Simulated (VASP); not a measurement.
AlN, 4 atoms in the cell. The structure is hexagonal, space group P6_3mc (No. 186). Conventional cell: a = 3.014 Å, b = 3.014 Å, c = 5.305 Å, α = 90.00°, β = 90.00°, γ = 120.00°. Within 2.4 Å of Al (site symmetry 3m) lie 4 N at 1.84 to 2.04 Å. Within 2.4 Å of N (site symmetry 3m) lie 4 Al at 1.84 to 2.04 Å.  This cell differs from its parent crystal: ratio of the length along z to the lengths across it x 1.1, volume and fractional coordinates fixed.

```yaml
Program: VASP 6.6.1
Task: single point
Functional: r2SCAN
Potentials_or_basis: VASP PAW PBE potentials, release 64 (Al, N)
Cutoff: 520 eV
k_mesh: 12 × 12 × 6
Occupations: gaussian, width 0.05 eV
Spin: no spin polarisation
Dipole_correction: no
Further_INCAR_settings: ALGO = Normal; EDIFF = 1e-07; NBANDS = 16
```

Potentials or basis: VASP PAW PBE potentials, release 64 (Al, N).

Run with:

```sh
$ cat potpaw_PBE.64/Al/POTCAR potpaw_PBE.64/N/POTCAR > POTCAR
$ cp INCAR.step1 INCAR
$ mpirun -np 1 vasp_std > vasp.out
$ cp INCAR.step2 INCAR
$ mpirun -np 1 vasp_std > vasp.out
```

Hardware: 1 thread of Intel(R) Xeon(R) 6975P-C (Granite Rapids) (shared host).

Problem. How long does it take, and how much memory?

Solution. Run time: 55 s on 1 thread of Intel(R) Xeon(R) 6975P-C (Granite Rapids) (shared host), peak memory 0.19 GiB. Counts: k points 76.
